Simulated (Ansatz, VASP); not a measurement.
# One calculation of AlN, two programs

INCAR

```
SYSTEM = AlN
PREC = Accurate
ENCUT = 520
EDIFF = 1E-7
ISMEAR = 0
SIGMA = 0.05
LREAL = .False.
LASPH = .True.
NELM = 100
ALGO = Normal
ISIF = 2
LWAVE = .False.
LCHARG = .False.
GGA = PE
IBRION = 2
NSW = 50
EDIFFG = -0.01
```

Contents of KPOINTS:

```
regular mesh
0
Gamma
  9 9 6
  0 0 0
```

File POSCAR:

```
AlN
1.0
    3.0673000000      0.0000000000      0.0000000000
   -1.5336500000      2.6563597210      0.0000000000
    0.0000000000      0.0000000000      5.0169562961
Al N
2 2
Direct
    0.3333333333      0.6666666667      0.0017290859
    0.6666666667      0.3333333333      0.5017290859
    0.3333333333      0.6666666667      0.3832709141
    0.6666666667      0.3333333333      0.8832709141
```

Input for Ansatz:

```yaml
crystal:
  lattice:
    - [3.0673, 0.0, 0.0]
    - [-1.53365, 2.656359721, 0.0]
    - [0.0, 0.0, 5.0169562961]
  atoms:
    - { symbol: Al, position: [0.3333333333, 0.6666666667, 0.0017290859] }
    - { symbol: Al, position: [0.6666666667, 0.3333333333, 0.5017290859] }
    - { symbol: "N", position: [0.3333333333, 0.6666666667, 0.3832709141] }
    - { symbol: "N", position: [0.6666666667, 0.3333333333, 0.8832709141] }
basis:
  ecutwfc: 520.0
kpoints:
  mp_grid: { grid: [9, 9, 6] }
hamiltonian:
  xc: pbe
  pseudopotentials: { kind: paw, azcp: { folder: soft_1 } }
scf:
  occupations: { method: gaussian, width: 0.05 }
output:
  forces: true
  stress: true
  eigenvalues: true
relax:
  adjacent_minimum: "off"
  f_tol: 0.01
  max_steps: 30
```

Alike in both runs: task relaxation of the atoms; functional PBE; k mesh 9 × 9 × 6; occupations gaussian, width 0.05 eV; no spin polarisation.

|  | VASP | Ansatz |
| --- | --- | --- |
| version | VASP 6.6.1 | Ansatz 0.2.0 |
| potentials or method | VASP PAW PBE potentials, release 64 (Al, N), cutoff 520 eV | scalar-relativistic, plane waves, PAW |
| valence electrons in the cell | 16 | 16 |

VASP gave:

```
gap on the k mesh at the Fermi level, each at its own relaxed structure (eV) : 4.50
```

Task: Which values does Ansatz return?

Result: gap on the k mesh at the Fermi level, each at its own relaxed structure (eV): 4.49.

Ansatz's warnings: stress scf threshold loose.
